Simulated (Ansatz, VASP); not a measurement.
## One calculation of MoS2, two programs

```
CELL_PARAMETERS angstrom
3.20475 0.00000 0.00000
-1.60238 2.77540 0.00000
0.00000 0.00000 12.56025
ATOMIC_POSITIONS crystal
Mo 0.33333 0.66667 0.25000
Mo 0.66667 0.33333 0.75000
S 0.66667 0.33333 0.37315
S 0.66667 0.33333 0.12685
S 0.33333 0.66667 0.87315
S 0.33333 0.66667 0.62685
```

Change from the starting cell: hydrostatic strain +1.0%.

Alike in both runs: task single point; functional PBE; k mesh 12 × 12 × 2; occupations fermi-dirac, width 0.02 eV; no spin polarisation.

|  | VASP | Ansatz |
| --- | --- | --- |
| version | VASP 6.6.1 | Ansatz 0.2.0 |
| potentials or method | VASP PAW PBE potentials, release 64 (Mo_sv, S) | plane waves, PAW |
| plane-wave cutoff (eV) | 520 | 420 |
| valence electrons in the cell | 52 | 52 |

```tsv
	VASP	Ansatz	Ansatz less VASP
gap on the k mesh at the Fermi level (eV)	0.88	0.86	-0.017
pressure (GPa)	0.2	0.3	+0.13
traceless stress, the component that is largest in VASP (GPa)	2.28	2.32	+0.035
rms of the force components (eV/Å)	0.043	0.048	+0.0059
```

Atom by atom the forces differ by 0.006 eV/Å (rms over components). The functional is the same, so the differences come from potentials, cutoffs and numerics.
